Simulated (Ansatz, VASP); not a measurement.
SnO in VASP and in Ansatz

```
Sn O
1.0
     3.57782    0.00000    0.00000
     0.00000    3.57782    0.00000
     0.00000    0.00000    5.46102
Sn O
2 2
Direct
  0.00000 0.50000 0.23850
  0.50000 0.00000 0.76150
  0.00000 0.00000 0.00000
  0.50000 0.50000 0.00000
```

Alike in both runs: task single point; functional PBEsol; k mesh 14 × 14 × 12; occupations gaussian, width 0.15 eV; no spin polarisation.

```csv
,VASP,Ansatz
version,VASP 6.6.1,Ansatz 0.2.0
potentials or method,"VASP PAW PBE potentials, release 64 (Sn_d, O), cutoff 520 eV","scalar-relativistic, plane waves, PAW"
valence electrons in the cell,40,40
```

```tsv
	VASP	Ansatz	Ansatz less VASP
gap on the k mesh at the Fermi level (eV)	none	none	-
pressure (GPa)	2.4	2.2	-0.25
traceless stress, the component that is largest in VASP (GPa)	-11.77	-11.83	-0.069
rms of the force components (eV/Å)	0.542	0.575	+0.0330
```

VASP's potentials were made for PBE, not for PBEsol. Atom by atom the forces differ by 0.033 eV/Å (rms over components). A gap of «none» marks a metal or a gap that the smearing closes.
